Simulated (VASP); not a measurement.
# Mg (Fm-3m) in VASP: further runs, part 2 of 3

VASP 6.6.1. Earlier steps stand in the parts before.

## (3) Electric field gradients, PBE (volume scaled by 0.98)

Input file INCAR:

```
PREC     = Accurate       # precision mode
ENCUT    = 520            # plane-wave cutoff, eV
EDIFF    = 1E-8           # SCF threshold, eV
ISMEAR   = -1             # smearing method
SIGMA    = 0.03           # smearing width, eV
LREAL    = False          # projectors in reciprocal space
LASPH    = True           # aspherical terms in the spheres
NELM     = 100            # most SCF steps
ALGO     = Normal         # electronic algorithm
ISIF     = 2              # what is computed and relaxed
LWAVE    = False          # write WAVECAR
LCHARG   = False          # write CHGCAR
GGA      = PE             # functional
LEFG     = True         
NBANDS   = 7              # bands
```

Input file KPOINTS:

```
regular mesh
0
Gamma
  16 16 16
```

Input file POSCAR:

```
Mg
1.0
    0.0000000000      2.2291934254      2.2291934254
    2.2291934254      0.0000000000      2.2291934254
    2.2291934254      2.2291934254      0.0000000000
Mg
1
Direct
    0.0000000000      0.0000000000      0.0000000000
```

Potentials or basis: VASP PAW PBE potentials, release 64 (Mg).

On the command line:

```bash
> cat potpaw_PBE.64/Mg/POTCAR > POTCAR
> mpirun -np 1 vasp_std > vasp.out
```

OUTCAR:

```text
PREC = Accurate
   ENCUT = 520
   EDIFF = 1E-8
   ISMEAR = -1
   LREAL = False
   LASPH = True
   NELM = 100
   ISIF = 2
   GGA = PE

 ion  position               nearest neighbor table
   1  0.000  0.000  0.000-

  LATTYP: Found a face centered cubic cell.
 ALAT       =     4.4583868508

  Lattice vectors:

 A1 = (   0.0000000000,   2.2291934254,   2.2291934254)
 A2 = (   2.2291934254,   0.0000000000,   2.2291934254)
 A3 = (   2.2291934254,   2.2291934254,   0.0000000000)

Analysis of symmetry for initial positions (statically):
=====================================================================
 Subroutine PRICEL returns:
 Original cell was already a primitive cell.

 Routine SETGRP: Setting up the symmetry group for a
 face centered cubic supercell.

 Subroutine GETGRP returns: Found 48 space group operations
 (whereof 48 operations were pure point group operations)
 out of a pool of 48 trial point group operations.

The static configuration has the point symmetry O_h .

Analysis of symmetry for dynamics (positions and initial velocities):
=====================================================================
 Subroutine PRICEL returns:
 Original cell was already a primitive cell.

 Routine SETGRP: Setting up the symmetry group for a
 face centered cubic supercell.

 Subroutine GETGRP returns: Found 48 space group operations
 (whereof 48 operations were pure point group operations)
 out of a pool of 48 trial point group operations.

The dynamic configuration has the point symmetry O_h .

 Subroutine INISYM returns: Found 48 space group operations
 (whereof 48 operations are pure point group operations),
 and found     1 'primitive' translations

----------------------------------------------------------------------------------------

                                     Primitive cell

  volume of cell :      22.1551

  direct lattice vectors                    reciprocal lattice vectors
     0.000000000  2.229193425  2.229193425    -0.224296373  0.224296373  0.224296373
     2.229193425  0.000000000  2.229193425     0.224296373 -0.224296373  0.224296373
     2.229193425  2.229193425  0.000000000     0.224296373  0.224296373 -0.224296373

  length of vectors
     3.152555575  3.152555575  3.152555575     0.388492714  0.388492714  0.388492714

  position of ions in fractional coordinates (direct lattice)
     0.000000000  0.000000000  0.000000000

  ion indices of the primitive-cell ions
   primitive index   ion index
                 1           1

----------------------------------------------------------------------------------------

 KPOINTS: regular mesh

Automatic generation of k-mesh.
 Grid dimensions read from file:
 generate k-points for:   16   16   16

 Generating k-lattice:
[... 63 lines left out ...]
   LREAL  =      F    real-space projection
   EDIFFG = 0.1E-06   stopping-criterion for IOM
   NSW    =      0    number of steps for IOM
   IBRION =     -1    ionic relax: 0-MD 1-quasi-New 2-CG
   NFREE  =      0    steps in history (QN), initial steepest desc. (CG)
   ISIF   =      2    stress and relaxation
   ISYM   =      2    0-nonsym 1-usesym 2-fastsym
   POTIM  = 0.5000    time-step for ionic-motion
   TEBEG  =    0.0;   TEEND  =   0.0 temperature during run
   PSTRESS=    0.0 pullay stress
   NELECT =       2.0000    total number of electrons
   NUPDOWN=      -1.0000    fix difference up-down
   EMIN   =  10.00;   EMAX   =-10.00  energy-range for DOS
   EFERMI =   0.00;   METHOD = LEGACY
   ISMEAR =    -1;   SIGMA  =   0.03  broadening in eV -4-tet -1-fermi 0-gaus
   EFERMI_NEDOS =   21; number of points for ismear=-14 and -15
   IALGO  =     38    algorithm
   IMIX   =      4    mixing-type and parameters
     AMIX     =   0.40;   BMIX     =  1.00
     AMIX_MAG =   1.60;   BMIX_MAG =  1.00
  volume/ion in A,a.u.               =      22.16       149.51
  Fermi-wavevector in a.u.,A,eV,Ry     =   0.734391  1.387797  7.338023  0.539329
  Thomas-Fermi vector in A             =   1.827332
   LORBIT       =      0    0 simple, 1 ext, 2 COOP (PROOUT), +10 PAW based schemes
   GGA     = PE    functional components
   LHFCALC =     F    Hartree Fock is set to
   AEXX    =    0.0000 exact exchange contribution
   IVDW    =     0    specifies the selected vdW correction
   LEPSILON=     F    determine dielectric tensor
   LRPA    =     F    only Hartree local field effects (RPA)
 non-spin polarized calculation
  energy-cutoff  :      520.00
  volume of cell :       22.16
 maximum number of plane-waves:       609
   NGX = 11   NGY = 11   NGZ = 11

 number of electron       2.0000000 magnetization

 Free energy of the ion-electron system (eV)
  ---------------------------------------------------
  ext. energy  EPLUGINS =         0.00000000
  ---------------------------------------------------
  free energy    TOTEN  =        -1.48820616 eV

  energy without entropy =       -1.48623697  energy(sigma->0) =       -1.48722156

 E-fermi :   2.7938     XC(G=0):  -8.6023

 val. band max:        2.7931869017   @ k =  -0.3750   0.4375   0.1250
 cond. band min:       2.8218787737   @ k =  -0.3125   0.3750   0.1250
 fundamental gap:      0.0286918719
 Fermi energy:         2.7938173718

 k-point     1 :       0.0000    0.0000    0.0000
  band No.  band energies     occupation
      1      -4.2654      2.00000
      2      15.3916      0.00000
      3      15.3916      0.00000
      4      15.3916      0.00000
      5      17.5140      0.00000
      6      17.5140      0.00000
      7      17.5140      0.00000
[... 221 lines left out ...]
 k-point    24 :      -0.0625    0.0625    0.0000
  band No.  band energies     occupation
      1      -4.0283      2.00000
      2      13.0423      0.00000
      3      13.9029      0.00000
      4      15.6222      0.00000
      5      17.6781      0.00000
      6      17.8134      0.00000
      7      18.4320      0.00000

 [... further k-points ...]

------------------------ aborting loop because EDIFF is reached ----------------------------------------

  FORCE on cell =-STRESS in cart. coord.  units (eV):
  Direction    XX          YY          ZZ          XY          YZ          ZX
  --------------------------------------------------------------------------------------
  -------------------------------------------------------------------------------------
  Total        0.2123174      0.2123174      0.2123174     -0.0000000     -0.0000000      0.0000000
  in kB       15.3540505     15.3540505     15.3540505     -0.0000000     -0.0000000      0.0000000
  external PRESSURE =      15.3540505 kB  Pullay stress =       0.0000000 kB

 VOLUME and BASIS-vectors are now :
 -----------------------------------------------------------------------------
  energy-cutoff  :      520.00
  volume of cell :       22.16
      direct lattice vectors                 reciprocal lattice vectors
     0.000000000  2.229193425  2.229193425    -0.224296373  0.224296373  0.224296373
     2.229193425  0.000000000  2.229193425     0.224296373 -0.224296373  0.224296373
     2.229193425  2.229193425  0.000000000     0.224296373  0.224296373 -0.224296373

 POSITION                                       TOTAL-FORCE (eV/Angst)
 -----------------------------------------------------------------------------------
      0.00000      0.00000      0.00000         0.000000      0.000000      0.000000
 -----------------------------------------------------------------------------------
    total drift:                               -0.000000      0.000000     -0.000000

  FREE ENERGIE OF THE ION-ELECTRON SYSTEM (eV)
  ---------------------------------------------------
  free  energy   TOTEN  =        -1.4882061557 eV

  energy  without entropy=       -1.4862369668  energy(sigma->0) =       -1.48722156

 Electric field gradients (V/A^2)
---------------------------------------------------------------------
 ion       V_xx      V_yy      V_zz      V_xy      V_xz      V_yz
---------------------------------------------------------------------
   1      -0.000     0.000    -0.000     0.000     0.000     0.000
---------------------------------------------------------------------

 Electric field gradients after diagonalization (V/A^2)
 (convention: |V_zz| > |V_xx| > |V_yy|)
----------------------------------------------------------------------
 ion       V_xx      V_yy      V_zz     asymmetry (V_yy - V_xx)/ V_zz
----------------------------------------------------------------------
   1      -0.000    -0.000     0.000       0.000
----------------------------------------------------------------------

           NMR quadrupolar parameters

 Cq : quadrupolar parameter    Cq=e*Q*V_zz/h
 eta: asymmetry parameters     (V_yy - V_xx)/ V_zz
 Q  : nuclear electric quadrupole moment in mb (millibarn)
----------------------------------------------------------------------
 ion       Cq(MHz)       eta       Q (mb)
----------------------------------------------------------------------
   1       0.000       0.000       1.000
----------------------------------------------------------------------
```

Wall time 28 s (1 thread of AMD EPYC 7R43 (Zen 3), shared host); peak memory 0.11 GiB.

Results:

| Item | Value |
| --- | --- |
| Free energy | -1.4882 eV |
| Pressure | 1.5 GPa |
| Band gap on the k mesh | zero (band 1 reaches 4.28 eV, above the bottom of band 2 at 1.53 eV) |

Caveat: without QUAD_EFG the Cq values of the log hold for a quadrupole moment of 1 mb, not for the nuclei.

(Part 2 of 3 ends here.)
